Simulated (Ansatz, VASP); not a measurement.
One calculation of FeNi3, two programs

```xyz
4
Lattice="3.5450 0.0000 0.0000 0.0000 3.5450 0.0000 0.0000 0.0000 3.5450" Properties=species:S:1:pos:R:3 pbc="T T T"
Ni    1.7725    1.7725    0.0000
Ni    1.7725    0.0000    1.7725
Ni    0.0000    1.7725    1.7725
Fe    0.0000    0.0000    0.0000
```

Alike in both runs: task single point; functional PBEsol; k mesh 8 × 8 × 8; occupations fermi-dirac, width 0.05 eV; no spin polarisation.

```csv
,VASP,Ansatz
version,VASP 6.6.1,Ansatz 0.2.0
potentials or method,"VASP PAW PBE potentials, release 64 (Ni, Fe)",Ansatz PAW
plane-wave cutoff (eV),520,420
valence electrons in the cell,38,70
```

VASP gave:

* gap on the k mesh at the Fermi level (eV): none
* pressure (GPa): -17.3

Problem. Which values does Ansatz return?

Solution. gap on the k mesh at the Fermi level (eV): none; pressure (GPa): -17.5.

VASP's potentials were made for PBE, not for PBEsol. A gap of «none» marks a metal or a gap that the smearing closes. The functional is the same, so the differences come from potentials, cutoffs and numerics. VASP's potentials hold 38 valence electrons a cell and Ansatz's 70, so a difference there can come from the potentials and not from the codes.
